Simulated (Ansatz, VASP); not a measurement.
One calculation of CuAu, two programs

INCAR

```
ALGO = Normal ; EDIFF = 1E-6
EDIFFG = -0.01 ; ENCUT = 600
IBRION = 2 ; ISIF = 3
ISMEAR = -1 ; LASPH = T
LCHARG = F ; LREAL = F
LWAVE = F ; NELM = 80
NSW = 80 ; PREC = Accurate
SIGMA = 0.1
```

Contents of KPOINTS:

```
k-points
0
Gamma
  11 11 9
```

File POSCAR:

```
CuAu
1.0
    2.8107494600      0.0000000000      0.0000000000
    0.0000000000      2.8107494600      0.0000000000
    0.0000000000      0.0000000000      3.6850000000
Cu Au
1 1
Direct
    0.5000000000      0.5000000000      0.5000000000
    0.0000000000      0.0000000000      0.0000000000
```

Input for Ansatz:

```yaml
crystal:
  lattice:
    - [2.81074946, 0.0, 0.0]
    - [0.0, 2.81074946, 0.0]
    - [0.0, 0.0, 3.685]
  atoms:
    - { symbol: Cu, position: [0.5, 0.5, 0.5] }
    - { symbol: Au, position: [0.0, 0.0, 0.0] }
  symmetry: { tolerance: 0.0003 }
hamiltonian:
  xc: lda
  pseudopotentials: { kind: paw, azcp: { folder: soft_1 } }
basis:
  ecutwfc: 420
magnetization:
  spin_polarized: false
scf:
  occupations: { method: fermi_dirac, width: 0.1 }
kpoints:
  mp_grid: { grid: [11, 11, 9], shift: [0, 0, 0] }
output:
  forces: true
  stress: true
  eigenvalues: true
relax:
  max_steps: 60
  cell: {}
```

Alike in both runs: task relaxation of cell and atoms; functional LDA; k mesh 11 × 11 × 9; occupations fermi-dirac, width 0.1 eV; no spin polarisation.

|  | VASP | Ansatz |
| --- | --- | --- |
| version | VASP 6.6.1 | Ansatz 0.2.0 |
| potentials or method | VASP PAW LDA potentials, release 64 (Cu, Au), cutoff 600 eV | PAW plane waves |
| valence electrons in the cell | 22 | 38 |

|  | VASP | Ansatz | Ansatz less VASP |
| --- | --- | --- | --- |
| gap on the k mesh at the Fermi level, each at its own relaxed structure (eV) | none | none | - |
| relaxed volume (Å³/atom) | 13.81 | 13.77 | -0.042 |
| relaxed cell length with the largest relative difference (Å) | 2.776 | 2.771 | -0.0042 |

Ansatz warns that its potentials were made for another functional, while VASP's fit it. LDA's correlation is that of Perdew and Zunger in VASP and of Perdew and Wang (1992) in Ansatz. A gap of «none» marks a metal or a gap that the smearing closes. VASP's potentials hold 22 valence electrons a cell and Ansatz's 38, so a difference there can come from the potentials and not from the codes.

Neither program's run includes spin-orbit coupling.
